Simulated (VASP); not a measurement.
Here is a VASP 6.6.1 calculation.

File INCAR:

```
ALGO     = Normal         # electronic algorithm
EDIFF    = 1E-6           # SCF threshold, eV
EDIFFG   = -0.01          # ionic threshold
ENCUT    = 600            # plane-wave cutoff, eV
GGA      = PE             # functional
IBRION   = 2              # ionic algorithm
ISIF     = 3              # what is computed and relaxed
ISMEAR   = 0              # smearing method
LASPH    = T              # aspherical terms in the spheres
LCHARG   = F              # write CHGCAR
LREAL    = F              # projectors in reciprocal space
LWAVE    = F              # write WAVECAR
NELM     = 100            # most SCF steps
NSW      = 100            # ionic steps
PREC     = Accurate       # precision mode
SIGMA    = 0.1            # smearing width, eV
```

Contents of KPOINTS:

```
k-points
0
Gamma
  12 12 6
```

POSCAR

```
HfSi3O2
1.0
    3.7563926935      0.0000000000      0.0000000000
   -1.8781963467      3.2531314991      0.0000000000
    0.0000000000      0.0000000000      7.0940612319
Hf Si O
1 3 2
Direct
    0.0000000000      0.0000000000      0.0000000000
    0.3333333333      0.6666666667      0.3363160122
    0.6666666667      0.3333333333      0.6636839878
    0.0000000000      0.0000000000      0.5000000000
    0.3333333333      0.6666666667      0.0850194363
    0.6666666667      0.3333333333      0.9149805637
```

Potentials or basis: VASP PAW PBE potentials, release 64 (Hf_pv, Si, O).

The run is started by

```bash
$ cat potpaw_PBE.64/Hf_pv/POTCAR potpaw_PBE.64/Si/POTCAR potpaw_PBE.64/O/POTCAR > POTCAR
$ mpirun -np 1 vasp_std > vasp.out
```

(1) What does it give for the band gap on the k mesh?

(2) Predict the relaxed volume.

(3) What does it give for the space group after relaxing (to 0.1 Å)?

(4) Estimate the relaxed cell.

## Answers

(1) zero (bands 17 and 18 overlap by 1.23 eV).

(2) 14.52 Å³/atom.

(3) P-3m1 (No. 164).

(4) a = 3.680 Å, b = 3.680 Å, c = 7.429 Å, α = 90.00°, β = 90.00°, γ = 120.00°.

Caveat: spin-orbit coupling is left out, which moves the levels of the heavy elements.
